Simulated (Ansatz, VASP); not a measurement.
KMgF3 in VASP and in Ansatz

INCAR

```
  PREC = Accurate
  ENCUT = 520
  EDIFF = 1E-6
  ISMEAR = 0
  SIGMA = 0.02
  LREAL = False
  LASPH = True
  NELM = 60
  ALGO = Normal
  ISIF = 2
  LWAVE = False
  LCHARG = False
  GGA = PS
  NBANDS = 24
```

Contents of KPOINTS:

```
regular mesh
0
Gamma
  6 6 6
```

File POSCAR:

```
KMgF3
1.0
    3.9912537769      0.0000000000      0.0000000000
    0.0000000000      3.9912537769      0.0000000000
    0.0000000000      0.0000000000      3.9912537769
K Mg F
1 1 3
Direct
    0.5000000000      0.5000000000      0.5000000000
    0.0000000000      0.0000000000      0.0000000000
    0.0000000000      0.5000000000      0.0000000000
    0.0000000000      0.0000000000      0.5000000000
    0.5000000000      0.0000000000      0.0000000000
```

Input for Ansatz:

```yaml
crystal:
  lattice:
    - [3.9912537778, 0.0, 0.0]
    - [0.0, 3.9912537778, 0.0]
    - [0.0, 0.0, 3.9912537778]
  atoms:
    - { symbol: K, position: [0.5, 0.5, 0.5] }
    - { symbol: Mg, position: [0.0, 0.0, 0.0] }
    - { symbol: F, position: [0.0, 0.5, 0.0] }
    - { symbol: F, position: [0.0, 0.0, 0.5] }
    - { symbol: F, position: [0.5, 0.0, 0.0] }
basis:
  ecutwfc: 420
kpoints:
  mp_grid: { grid: [6, 6, 6] }
hamiltonian:
  xc: pbesol
scf:
  occupations: { method: gaussian, width: 0.02 }
output:
  forces: true
  stress: true
  eigenvalues: true
```

Alike in both runs: task single point; functional PBEsol; k mesh 6 × 6 × 6; occupations gaussian, width 0.02 eV; no spin polarisation.

|  | VASP | Ansatz |
| --- | --- | --- |
| version | VASP 6.6.1 | Ansatz 0.2.0 |
| potentials or method | VASP PAW PBE potentials, release 64 (K_sv, Mg, F), cutoff 520 eV | scalar-relativistic, plane waves, PAW |
| valence electrons in the cell | 32 | 40 |

Ansatz gave:

- gap on the k mesh at the Fermi level (eV): 7.12
- least direct gap on the mesh (eV): 7.44
- pressure (GPa): 0.0

Q: Estimate VASP's values.

A: gap on the k mesh at the Fermi level (eV): 7.09; least direct gap on the mesh (eV): 7.42; pressure (GPa): -0.4.

VASP's potentials were made for PBE, not for PBEsol. With one functional, cell and mesh, what is left measures potentials, basis and numerics. VASP's potentials hold 32 valence electrons a cell and Ansatz's 40, so a difference there can come from the potentials and not from the codes.
